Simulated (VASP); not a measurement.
Set up this calculation in VASP 6.6.1, as the native input.

* Task: single point
* Functional: PBE
* Potentials or basis: VASP PAW PBE potentials, release 64 (Na_pv, H)
* Cutoff: 400 eV
* k mesh: 4 × 4 × 1
* Occupations: gaussian, width 0.1 eV
* Spin: no spin polarisation
* Dipole correction: yes
* Further INCAR settings: ALGO = Normal; EDIFF = 1e-06; NBANDS = 40; NELMDL = -8

The structure of Na4H lies in POSCAR:

```
Na4H
1.0
    7.2665054626      0.0000000000      0.0000000000
   -2.4221684875      6.8509270508      0.0000000000
    0.0000000000      0.0000000000     20.9665384335
Na H
8 2
Direct
    0.2500000000      0.2500000000      0.1907801811
    0.2500000000      0.7500000000      0.1907801811
    0.7500000000      0.2500000000      0.1907801811
    0.7500000000      0.7500000000      0.1907801811
    0.0000000000      0.0000000000      0.3322693660
    0.0000000000      0.5000000000      0.3322693660
    0.5000000000      0.0000000000      0.3322693660
    0.5000000000      0.5000000000      0.3322693660
    0.1034313189      0.3333333333      0.3995193799
    0.2299020144      0.3333333333      0.3995193799
```

The input as run:

INCAR

```
PREC = Accurate
ENCUT = 400
EDIFF = 1E-6
ISMEAR = 0
SIGMA = 0.1
LREAL = False
LASPH = True
NELM = 120
ALGO = Normal
ISIF = 2
LWAVE = False
LCHARG = False
LDIPOL = True
IDIPOL = 3
DIPOL = 0.5 0.5 0.289
GGA = PE
NBANDS = 40
GGA_COMPAT = False
NELMDL = -8
```

KPOINTS

```
Automatic mesh
0
Gamma
  4 4 1
```

Potentials or basis: VASP PAW PBE potentials, release 64 (Na_pv, H).

Run with:

```console
$ cat potpaw_PBE.64/Na_pv/POTCAR potpaw_PBE.64/H/POTCAR > POTCAR
$ mpirun -np 1 vasp_std > vasp.out
```

Results of the run:

The largest force is 2.440 eV/Å. The band gap on the k mesh is zero (bands 29 and 30 overlap by 0.64 eV).

Wall time 4.6 min on 1 thread of Intel(R) Xeon(R) 6975P-C (Granite Rapids), on a shared host, peak memory 0.74 GiB.
